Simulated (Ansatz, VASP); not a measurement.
## Two plane-wave programs on Cd3SeS2

```
Cd Se S
1.0
     4.25230    0.00000    0.00000
    -2.12615    3.68260    0.00000
     0.00000    0.00000   10.42849
Cd Se S
3 1 2
Direct
  0.00000 0.00000 0.99097
  0.33333 0.66667 0.66659
  0.66667 0.33333 0.34292
  0.00000 0.00000 0.24786
  0.33333 0.66667 0.91300
  0.66667 0.33333 0.58866
```

Alike in both runs: functional PBE; k mesh 6 × 6 × 4; occupations gaussian, width 0.02 eV; no spin polarisation.

Ansatz relaxed the structure, and its values are those at the end. VASP's run is a single point on that final structure, the one shown.

|  | VASP | Ansatz |
| --- | --- | --- |
| version | VASP 6.6.1 | Ansatz 0.2.0 |
| potentials or method | VASP PAW PBE potentials, release 64 (Cd, Se, S), cutoff 520 eV | scalar-relativistic, plane waves, PAW |
| valence electrons in the cell | 54 | 88 |

VASP gave:

```
gap on the k mesh at the Fermi level (eV) : 0.66
least direct gap on the mesh (eV)         : 0.66
pressure (GPa)                            : 0.3
```

**Question.** Which values does Ansatz return?

**Answer.** gap on the k mesh at the Fermi level (eV): 0.66; least direct gap on the mesh (eV): 0.66; pressure (GPa): 0.0.

VASP's potentials hold 54 valence electrons a cell and Ansatz's 88, so a difference there can come from the potentials and not from the codes.
